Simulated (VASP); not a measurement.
# GaN (P6_3mc) in VASP: notebook

The runs below take GaN through single point, with PBE.

Everything below comes from runs of VASP 6.6.1. Logs are shortened: lines on timing, memory, paths and dates and some standing lists are left out, and cuts for length are marked.

## (1) The cell of the first run

It takes space group P6_3mc (No. 186, hexagonal). Conventional cell: a = 3.183 Å, b = 3.183 Å, c = 5.184 Å, α = 90.00°, β = 90.00°, γ = 120.00°. Ga (site symmetry 3m) has 4 N at 1.95 Å within 2.6 Å. N (site symmetry 3m) has 4 Ga at 1.95 Å within 2.6 Å.

## (2) Single point, PBE

File INCAR:

```
  PREC = Accurate
  ENCUT = 520
  EDIFF = 1E-6
  ISMEAR = 0
  SIGMA = 0.01
  LREAL = F
  LASPH = T
  NELM = 60
  ALGO = Normal
  ISIF = 2
  LWAVE = F
  LCHARG = T
  GGA = PE
  LELF = T
  LVHAR = T
  NBANDS = 26
```

File KPOINTS:

```
Automatic mesh
0
Gamma
  6 6 4
```

File POSCAR:

```
GaN
1.0
    3.1831493765      0.0000000000      0.0000000000
   -1.5915746883      2.7566882241      0.0000000000
    0.0000000000      0.0000000000      5.1836252600
Ga N
2 2
Direct
    0.3333333333      0.6666666667     -0.0008868102
    0.6666666667      0.3333333333      0.4991131898
    0.3333333333      0.6666666667      0.3758868102
    0.6666666667      0.3333333333      0.8758868102
```

Potentials or basis: VASP PAW PBE potentials, release 64 (Ga_d, N).

Started as:

```bash
> cat potpaw_PBE.64/Ga_d/POTCAR potpaw_PBE.64/N/POTCAR > POTCAR
> mpirun -np 1 vasp_std > vasp.out
```

OUTCAR:

```text
PREC = Accurate
   ENCUT = 520
   EDIFF = 1E-6
   ISMEAR = 0
   LREAL = F
   LASPH = T
   NELM = 60
   ISIF = 2
   GGA = PE

 ion  position               nearest neighbor table
   1  0.333  0.667  0.999-   4 1.95   4 1.95   4 1.95   3 1.95
   2  0.667  0.333  0.499-   3 1.95   3 1.95   3 1.95   4 1.95
   3  0.333  0.667  0.376-   2 1.95   2 1.95   2 1.95   1 1.95
   4  0.667  0.333  0.876-   1 1.95   1 1.95   1 1.95   2 1.95

  LATTYP: Found a hexagonal cell.
 ALAT       =     3.1831493765
 C/A-ratio  =     1.6284580605

  Lattice vectors:

 A1 = (   3.1831493765,   0.0000000000,   0.0000000000)
 A2 = (  -1.5915746883,   2.7566882241,   0.0000000000)
 A3 = (   0.0000000000,   0.0000000000,   5.1836252600)

Analysis of symmetry for initial positions (statically):
=====================================================================
 Subroutine PRICEL returns:
 Original cell was already a primitive cell.

 Routine SETGRP: Setting up the symmetry group for a
 hexagonal supercell.

 Subroutine GETGRP returns: Found 12 space group operations
 (whereof  6 operations were pure point group operations)
 out of a pool of 24 trial point group operations.

The static configuration has the point symmetry C_3v.
 The point group associated with its full space group is C_6v.

Analysis of symmetry for dynamics (positions and initial velocities):
=====================================================================
 Subroutine PRICEL returns:
 Original cell was already a primitive cell.

 Routine SETGRP: Setting up the symmetry group for a
 hexagonal supercell.

 Subroutine GETGRP returns: Found 12 space group operations
 (whereof  6 operations were pure point group operations)
 out of a pool of 24 trial point group operations.

The dynamic configuration has the point symmetry C_3v.
 The point group associated with its full space group is C_6v.

 Subroutine INISYM returns: Found 12 space group operations
 (whereof  6 operations are pure point group operations),
 and found     1 'primitive' translations

----------------------------------------------------------------------------------------

                                     Primitive cell

  volume of cell :      45.4861

  direct lattice vectors                    reciprocal lattice vectors
     3.183149376  0.000000000  0.000000000     0.314154280  0.181377058  0.000000000
    -1.591574688  2.756688224  0.000000000     0.000000000  0.362754116  0.000000000
     0.000000000  0.000000000  5.183625260     0.000000000  0.000000000  0.192915180

  length of vectors
     3.183149376  3.183149377  5.183625260     0.362754116  0.362754116  0.192915180

  position of ions in fractional coordinates (direct lattice)
     0.333333333  0.666666667  0.999113190
     0.666666667  0.333333333  0.499113190
     0.333333333  0.666666667  0.375886810
     0.666666667  0.333333333  0.875886810

  ion indices of the primitive-cell ions
   primitive index   ion index
                 1           1
                 2           2
                 3           3
                 4           4

----------------------------------------------------------------------------------------

 KPOINTS: Automatic mesh

Automatic generation of k-mesh.
 Grid dimensions read from file:
 generate k-points for:    6    6    4

 Generating k-lattice:

  Cartesian coordinates                     Fractional coordinates (reciprocal lattice)
     0.052359047  0.030229510  0.000000000     0.166666667  0.000000000  0.000000000
     0.000000000  0.060459019  0.000000000     0.000000000  0.166666667  0.000000000
     0.000000000  0.000000000  0.048228795     0.000000000  0.000000000  0.250000000

  Length of vectors
     0.060459019  0.060459019  0.048228795

  Shift w.r.t. Gamma in fractional coordinates (k-lattice)
     0.000000000  0.000000000  0.000000000

 Subroutine IBZKPT returns following result:
 ===========================================

 Found     21 irreducible k-points:

 Following reciprocal coordinates:
            Coordinates               Weight
  0.000000  0.000000  0.000000      1.000000
  0.166667 -0.000000  0.000000      6.000000
  0.333333  0.000000  0.000000      6.000000
  0.500000 -0.000000  0.000000      3.000000
  0.166667  0.166667  0.000000      6.000000
  0.333333  0.166667  0.000000     12.000000
[... 13 lines left out ...]
  0.333333  0.166667  0.500000     12.000000
  0.333333  0.333333  0.500000      2.000000
   k-points           NKPTS =     21   k-points in BZ     NKDIM =     21   number of bands    NBANDS=     26
   number of dos      NEDOS =    301   number of ions     NIONS =      4
   total plane-waves  NPLWV =  23040
   dimension x,y,z NGX =    24 NGY =   24 NGZ =   40
   dimension x,y,z NGXF=    48 NGYF=   48 NGZF=   80
   ions per type =               2   2
   NGX,Y,Z   is equivalent  to a cutoff of  12.53, 12.53, 12.83 a.u.
   NGXF,Y,Z  is equivalent  to a cutoff of  25.07, 25.07, 25.66 a.u.
 SYSTEM =  unknown system
   PREC   = accura    normal or accurate (medium, high low for compatibility)
   ISTART =      0    job   : 0-new  1-cont  2-samecut
   ICHARG =      2    charge: 1-file 2-atom 10-const
   ISPIN  =      1    spin polarized calculation?
   LNONCOLLINEAR =      F non collinear calculations
   LSORBIT =      F    spin-orbit coupling
   LASPH  =      T    aspherical Exc in radial PAW
   ENCUT  =  520.0 eV  38.22 Ry    6.18 a.u.   5.92  5.92  9.64*2*pi/ulx,y,z
   NELM   =     60;   NELMIN=  2; NELMDL= -5     # of ELM steps
   EDIFF  = 0.1E-05   stopping-criterion for ELM
   LREAL  =      F    real-space projection
   EDIFFG = 0.1E-04   stopping-criterion for IOM
   NSW    =      0    number of steps for IOM
   IBRION =     -1    ionic relax: 0-MD 1-quasi-New 2-CG
   NFREE  =      0    steps in history (QN), initial steepest desc. (CG)
   ISIF   =      2    stress and relaxation
   ISYM   =      2    0-nonsym 1-usesym 2-fastsym
   POTIM  = 0.5000    time-step for ionic-motion
   TEBEG  =    0.0;   TEEND  =   0.0 temperature during run
   PSTRESS=    0.0 pullay stress
   NELECT =      36.0000    total number of electrons
   NUPDOWN=      -1.0000    fix difference up-down
   EMIN   =  10.00;   EMAX   =-10.00  energy-range for DOS
   EFERMI =   0.00;   METHOD = LEGACY
   ISMEAR =     0;   SIGMA  =   0.01  broadening in eV -4-tet -1-fermi 0-gaus
   EFERMI_NEDOS =   21; number of points for ismear=-14 and -15
   IALGO  =     38    algorithm
   IMIX   =      4    mixing-type and parameters
     AMIX     =   0.40;   BMIX     =  1.00
     AMIX_MAG =   1.60;   BMIX_MAG =  1.00
  volume/ion in A,a.u.               =      11.37        76.74
  Fermi-wavevector in a.u.,A,eV,Ry     =   1.514315  2.861641 31.200201  2.293150
  Thomas-Fermi vector in A             =   2.623989
   LORBIT       =      0    0 simple, 1 ext, 2 COOP (PROOUT), +10 PAW based schemes
   GGA     = PE    functional components
   LHFCALC =     F    Hartree Fock is set to
   AEXX    =    0.0000 exact exchange contribution
   IVDW    =     0    specifies the selected vdW correction
   LEPSILON=     F    determine dielectric tensor
   LRPA    =     F    only Hartree local field effects (RPA)
 non-spin polarized calculation
 Gauss-broadening in eV      SIGMA  =   0.01
  energy-cutoff  :      520.00
  volume of cell :       45.49
 maximum number of plane-waves:      1248
 NGX is ok and might be reduce to    24
   NGX = 11   NGY = 11   NGZ = 19

 number of electron      35.9999993 magnetization

 Free energy of the ion-electron system (eV)
  ---------------------------------------------------
  ext. energy  EPLUGINS =         0.00000000
  ---------------------------------------------------
  free energy    TOTEN  =       -24.29283048 eV

  energy without entropy =      -24.29283048  energy(sigma->0) =      -24.29283048

 E-fermi :   5.4482     XC(G=0): -11.6925

 val. band max:        5.3688775833   @ k =   0.0000   0.0000   0.0000
 cond. band min:       7.3098959985   @ k =   0.0000   0.0000   0.0000
 fundamental gap:      1.9410184153
 Fermi energy:         5.4481586949

 k-point     1 :       0.0000    0.0000    0.0000
  band No.  band energies     occupation
      1     -10.6486      2.00000
      2      -9.7139      2.00000
      3      -8.0745      2.00000
      4      -8.0591      2.00000
      5      -8.0591      2.00000
      6      -7.9970      2.00000
[... 18 lines left out ...]
     25      17.1044      0.00000
     26      17.1044      0.00000

 k-point     2 :       0.1667   -0.0000    0.0000
  band No.  band energies     occupation
      1     -10.3909      2.00000
      2      -9.6509      2.00000
      3      -8.0441      2.00000
      4      -8.0240      2.00000
      5      -7.9796      2.00000
      6      -7.9492      2.00000
[... 18 lines left out ...]
     25      16.7762      0.00000
     26      17.6236      0.00000

 k-point     3 :       0.3333    0.0000    0.0000
  band No.  band energies     occupation
      1      -9.9135      2.00000
      2      -9.5653      2.00000
      3      -8.0061      2.00000
      4      -7.9867      2.00000
      5      -7.9041      2.00000
      6      -7.8437      2.00000
[... 18 lines left out ...]
     25      17.0001      0.00000
     26      18.5994      0.00000

 k-point     4 :       0.5000   -0.0000    0.0000
  band No.  band energies     occupation
      1      -9.7244      2.00000
      2      -9.5424      2.00000
      3      -8.0095      2.00000
      4      -7.9842      2.00000
      5      -7.8862      2.00000
      6      -7.8444      2.00000
[... 18 lines left out ...]
     25      17.8349      0.00000
     26      18.7247      0.00000
[... 409 lines left out ...]
      1      -9.7178      2.00000
      2      -9.7178      2.00000
      3      -7.9726      2.00000
      4      -7.9726      2.00000
      5      -7.9469      2.00000
      6      -7.9469      2.00000
[... 18 lines left out ...]
     25      17.1586      0.00000
     26      17.1586      0.00000

 k-point    20 :       0.3333    0.1667    0.5000
  band No.  band energies     occupation
      1      -9.5767      2.00000
      2      -9.5767      2.00000
      3      -7.9753      2.00000
      4      -7.9753      2.00000
      5      -7.9058      2.00000
      6      -7.9058      2.00000
[... 18 lines left out ...]
     25      17.8298      0.00000
     26      17.8298      0.00000

 k-point    21 :       0.3333    0.3333    0.5000
  band No.  band energies     occupation
      1      -9.5382      2.00000
      2      -9.5382      2.00000
      3      -7.9380      2.00000
      4      -7.9380      2.00000
      5      -7.9217      2.00000
      6      -7.9217      2.00000
[... 18 lines left out ...]
     25      19.3967      0.00000
     26      19.4998      0.00000

------------------------ aborting loop because EDIFF is reached ----------------------------------------

  FORCE on cell =-STRESS in cart. coord.  units (eV):
  Direction    XX          YY          ZZ          XY          YZ          ZX
  --------------------------------------------------------------------------------------
  -------------------------------------------------------------------------------------
  Total        1.7730292      1.7730292      1.7905408     -0.0000000      0.0000000     -0.0000000
  in kB       62.4522677     62.4522677     63.0690849     -0.0000000      0.0000000     -0.0000000
  external PRESSURE =      62.6578735 kB  Pullay stress =       0.0000000 kB

 VOLUME and BASIS-vectors are now :
 -----------------------------------------------------------------------------
  energy-cutoff  :      520.00
  volume of cell :       45.49
      direct lattice vectors                 reciprocal lattice vectors
     3.183149376  0.000000000  0.000000000     0.314154280  0.181377058  0.000000000
    -1.591574688  2.756688224  0.000000000     0.000000000  0.362754116  0.000000000
     0.000000000  0.000000000  5.183625260     0.000000000  0.000000000  0.192915180

 POSITION                                       TOTAL-FORCE (eV/Angst)
 -----------------------------------------------------------------------------------
     -0.00000      1.83779      5.17903         0.000000      0.000000      0.004462
      1.59157      0.91890      2.58722         0.000000      0.000000      0.004462
     -0.00000      1.83779      1.94846         0.000000      0.000000     -0.004462
      1.59157      0.91890      4.54027        -0.000000      0.000000     -0.004462
 -----------------------------------------------------------------------------------
    total drift:                               -0.000001     -0.000001     -0.001050

  FREE ENERGIE OF THE ION-ELECTRON SYSTEM (eV)
  ---------------------------------------------------
  free  energy   TOTEN  =       -24.2928304847 eV

  energy  without entropy=      -24.2928304847  energy(sigma->0) =      -24.29283048
```

Wall time 25 s (1 thread of Intel Xeon 6975P-C (Granite Rapids), shared host); peak memory 0.16 GiB.

Results:

| Property | Result |
| --- | --- |
| Free energy | -24.2928 eV |
| Pressure | 6.3 GPa |
| Largest force | 0.004 eV/Å |
| Band gap on the k mesh | 1.94 eV, direct |

Forces in eV/Å, atoms in the order of the input:
```
Ga   0.000  0.000  0.004
Ga   0.000  0.000  0.004
N    0.000  0.000 -0.004
N    0.000  0.000 -0.004
```

A hybrid or GW would open this gap; PBE tends to underestimate it.

## (3) Single point, PBE

File INCAR:

```
SYSTEM = GaN
PREC = Accurate
ENCUT = 520
EDIFF = 1E-7
ISMEAR = 1
SIGMA = 0.001
LREAL = .FALSE.
LASPH = .TRUE.
NELM = 60
ALGO = Normal
ISIF = 2
LWAVE = .FALSE.
LCHARG = .TRUE.
GGA = PE
LELF = .TRUE.
LVHAR = .TRUE.
NBANDS = 26
```

File KPOINTS:

```
Automatic mesh
0
G
  6 6 4
  0 0 0
```

POSCAR is that of step 2.

Potentials or basis: VASP PAW PBE potentials, release 64 (Ga_d, N).

Started as:

```bash
> cat potpaw_PBE.64/Ga_d/POTCAR potpaw_PBE.64/N/POTCAR > POTCAR
> mpirun -np 1 vasp_std > vasp.out
```

OUTCAR:

```text
SYSTEM = GaN
   PREC = Accurate
   ENCUT = 520
   EDIFF = 1E-7
   ISMEAR = 1
   LREAL = .FALSE.
   LASPH = .TRUE.
   NELM = 60
   ISIF = 2
   GGA = PE

 ion  position               nearest neighbor table
   1  0.333  0.667  0.999-   4 1.95   4 1.95   4 1.95   3 1.95
   2  0.667  0.333  0.499-   3 1.95   3 1.95   3 1.95   4 1.95
   3  0.333  0.667  0.376-   2 1.95   2 1.95   2 1.95   1 1.95
   4  0.667  0.333  0.876-   1 1.95   1 1.95   1 1.95   2 1.95

  LATTYP: Found a hexagonal cell.
 ALAT       =     3.1831493765
 C/A-ratio  =     1.6284580605

  Lattice vectors:

 A1 = (   3.1831493765,   0.0000000000,   0.0000000000)
 A2 = (  -1.5915746883,   2.7566882241,   0.0000000000)
 A3 = (   0.0000000000,   0.0000000000,   5.1836252600)

Analysis of symmetry for initial positions (statically):
=====================================================================
 Subroutine PRICEL returns:
 Original cell was already a primitive cell.

 Routine SETGRP: Setting up the symmetry group for a
 hexagonal supercell.

 Subroutine GETGRP returns: Found 12 space group operations
 (whereof  6 operations were pure point group operations)
 out of a pool of 24 trial point group operations.

[... 166 lines left out ...]

 val. band max:        5.3689638302   @ k =   0.0000   0.0000   0.0000
 cond. band min:       7.3099211708   @ k =   0.0000   0.0000   0.0000
 fundamental gap:      1.9409573406
 Fermi energy:         5.4337390289

 k-point     1 :       0.0000    0.0000    0.0000
  band No.  band energies     occupation
      1     -10.6485      2.00000
      2      -9.7138      2.00000
      3      -8.0744      2.00000
      4      -8.0590      2.00000
      5      -8.0590      2.00000
      6      -7.9969      2.00000
[... 598 lines left out ...]
     25      19.3957      0.00000
     26      19.4728      0.00000

------------------------ aborting loop because EDIFF is reached ----------------------------------------

  FORCE on cell =-STRESS in cart. coord.  units (eV):
  Direction    XX          YY          ZZ          XY          YZ          ZX
  --------------------------------------------------------------------------------------
  -------------------------------------------------------------------------------------
  Total        1.7609315      1.7609315      1.7787459     -0.0000000      0.0000000     -0.0000000
  in kB       62.0261443     62.0261443     62.6536298     -0.0000000      0.0000000     -0.0000000
  external PRESSURE =      62.2353061 kB  Pullay stress =       0.0000000 kB

 VOLUME and BASIS-vectors are now :
 -----------------------------------------------------------------------------
  energy-cutoff  :      520.00
  volume of cell :       45.49
      direct lattice vectors                 reciprocal lattice vectors
     3.183149376  0.000000000  0.000000000     0.314154280  0.181377058  0.000000000
    -1.591574688  2.756688224  0.000000000     0.000000000  0.362754116  0.000000000
     0.000000000  0.000000000  5.183625260     0.000000000  0.000000000  0.192915180

 POSITION                                       TOTAL-FORCE (eV/Angst)
 -----------------------------------------------------------------------------------
     -0.00000      1.83779      5.17903         0.000000      0.000000      0.004453
      1.59157      0.91890      2.58722        -0.000000      0.000000      0.004453
     -0.00000      1.83779      1.94846         0.000000     -0.000000     -0.004453
      1.59157      0.91890      4.54027        -0.000000      0.000000     -0.004453
 -----------------------------------------------------------------------------------
    total drift:                               -0.000001     -0.000001     -0.001073

  FREE ENERGIE OF THE ION-ELECTRON SYSTEM (eV)
  ---------------------------------------------------
  free  energy   TOTEN  =       -24.2928305276 eV

  energy  without entropy=      -24.2928305276  energy(sigma->0) =      -24.29283053
```

OSZICAR:

```text
N       E                     dE             d eps       ncg     rms          rms(c)
DAV:   1     0.290067609691E+03    0.29007E+03   -0.17619E+04  1208   0.261E+03
DAV:   2     0.930389714864E+01   -0.28076E+03   -0.26368E+03  1188   0.507E+02
DAV:   3    -0.271289015191E+02   -0.36433E+02   -0.35970E+02  1334   0.145E+02
DAV:   4    -0.283047334920E+02   -0.11758E+01   -0.11715E+01  1324   0.285E+01
DAV:   5    -0.283283566689E+02   -0.23623E-01   -0.23610E-01  1344   0.377E+00    0.110E+01
DAV:   6    -0.242118846540E+02    0.41165E+01   -0.10030E+01  1802   0.492E+01    0.306E+00
DAV:   7    -0.243109425138E+02   -0.99058E-01   -0.14332E+00  1148   0.899E+00    0.272E+00
DAV:   8    -0.243057189073E+02    0.52236E-02   -0.14011E-01  1774   0.509E+00    0.752E-01
DAV:   9    -0.242922912225E+02    0.13428E-01   -0.46589E-02  1762   0.369E+00    0.340E-01
DAV:  10    -0.242928858306E+02   -0.59461E-03   -0.39738E-03  1170   0.427E-01    0.657E-02
DAV:  11    -0.242928300825E+02    0.55748E-04   -0.51898E-04  1556   0.430E-01    0.396E-02
DAV:  12    -0.242928299072E+02    0.17524E-06   -0.56284E-05  1230   0.595E-02    0.226E-02
DAV:  13    -0.242928310881E+02   -0.11809E-05   -0.37004E-05  1690   0.702E-02    0.210E-02
DAV:  14    -0.242928304900E+02    0.59813E-06   -0.66558E-06  1140   0.212E-02    0.929E-03
DAV:  15    -0.242928305276E+02   -0.37607E-07   -0.47472E-07  1308   0.519E-03
   1 F= -.24292831E+02 E0= -.24292831E+02  d E =0.000000E+00
```

stdout:

```text
POSCAR found type information on POSCAR GaN
 POSCAR found :  2 types and       4 ions
 scaLAPACK will be used
 LDA part: xc-table for (Slater+PW92), standard interpolation
 POSCAR, INCAR and KPOINTS ok, starting setup
 FFT: planning ... GRIDC
 FFT: planning ... GRID_SOFT
 FFT: planning ... GRID
 WAVECAR not read
 entering main loop
```

Wall time 22 s (1 thread of Intel Xeon 6975P-C (Granite Rapids), shared host); peak memory 0.16 GiB.

Results:

```yaml
Free_energy: -24.2928 eV
Pressure: 6.2 GPa
Largest_force: 0.004 eV/Å
Band_gap_on_the_k_mesh: 1.94 eV, direct
```

Forces in eV/Å, atoms in the order of the input:
```
Ga   0.000  0.000  0.004
Ga   0.000  0.000  0.004
N    0.000  0.000 -0.004
N    0.000  0.000 -0.004
```
